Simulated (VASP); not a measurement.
Write the native input for VASP 6.6.1 that does the following.

```yaml
Task: relaxation of cell and atoms
Functional: r2SCAN
Dispersion: rVV10
Potentials_or_basis: VASP PAW PBE potentials, release 64 (Pb_d, S)
Cutoff: 600 eV
k_mesh: 4 × 4 × 6
Occupations: fermi-dirac, width 0.03 eV
Spin: no spin polarisation
Dipole_correction: no
Further_INCAR_settings: ALGO = Normal; EDIFF = 1e-06; IBRION = 2; EDIFFG = -0.01; NSW = 100; ISIF = 3
```

PbS2:

```
Pb S
1.0
     6.27422    0.00000    0.00000
     0.00000    6.27422    0.00000
     0.00000    0.00000    3.98910
Pb S
2 4
Direct
  0.50000 0.50000 0.50000
  0.00000 0.00000 0.00000
  0.69520 0.69520 0.00000
  0.80480 0.19520 0.50000
  0.30480 0.30480 0.00000
  0.19520 0.80480 0.50000
```

One way to write it, as run:

POSCAR

```
PbS2
1.0
    6.2742171488      0.0000000000      0.0000000000
    0.0000000000      6.2742171488      0.0000000000
    0.0000000000      0.0000000000      3.9890998680
Pb S
2 4
Direct
    0.5000000000      0.5000000000      0.5000000000
    0.0000000000      0.0000000000      0.0000000000
    0.6952035189      0.6952035189      0.0000000000
    0.8047964811      0.1952035189      0.5000000000
    0.3047964811      0.3047964811      0.0000000000
    0.1952035189      0.8047964811      0.5000000000
```

INCAR.step1

```
SYSTEM = PbS2
  PREC = Accurate
  ENCUT = 600
  ISMEAR = -1
  SIGMA = 0.03
  LREAL = .False.
  LASPH = .True.
  NELM = 60
  GGA = PE
  ALGO = Normal
  EDIFF = 1E-4
  LWAVE = .True.
  LCHARG = .False.
```

INCAR.step2

```
SYSTEM = PbS2
  PREC = Accurate
  ENCUT = 600
  EDIFF = 1E-6
  ISMEAR = -1
  SIGMA = 0.03
  LREAL = .False.
  LASPH = .True.
  NELM = 60
  ALGO = Normal
  ISIF = 3
  LWAVE = .False.
  LCHARG = .False.
  METAGGA = R2SCAN
  LMIXTAU = .True.
  LUSE_VDW = .True.
  IVDW_NL = 2
  BPARAM = 11.95
  CPARAM = 0.0093
  IBRION = 2
  NSW = 100
  EDIFFG = -0.01
  ISTART = 1
```

KPOINTS

```
Automatic mesh
0
Gamma
  4 4 6
  0 0 0
```

Potentials or basis: VASP PAW PBE potentials, release 64 (Pb_d, S).

Command:

```sh
$ cat potpaw_PBE.64/Pb_d/POTCAR potpaw_PBE.64/S/POTCAR > POTCAR
$ cp INCAR.step1 INCAR
$ mpirun -np 1 vasp_std > vasp.out
$ cp INCAR.step2 INCAR
$ mpirun -np 1 vasp_std > vasp.out
```

It gave:

```
Relaxed volume                        : 26.29 Å³/atom
Relaxed cell                          : a = 6.330 Å, b = 6.330 Å, c = 3.937 Å, α = 90.00°, β = 90.00°, γ = 90.00°
Space group after relaxing (to 0.1 Å) : P4_2/mnm (No. 136)
Energy gained by relaxing             : 0.7 meV/atom
Ionic steps                           : 10
Pressure after relaxing               : 0.0 GPa
Largest force after relaxing          : 0.003 eV/Å
Band gap on the k mesh                : zero (bands 26 and 27 overlap by 0.02 eV)
```

Caveat: semilocal functionals underestimate gaps, and a narrow one can read as zero; the PAW data sets were made with another functional, which shifts forces and pressure a little; spin-orbit coupling is left out, which moves the levels of the heavy elements.

Wall time 40 min on 1 thread of Oxide Virtual Turin-like Processor (shared host), peak memory 0.62 GiB.
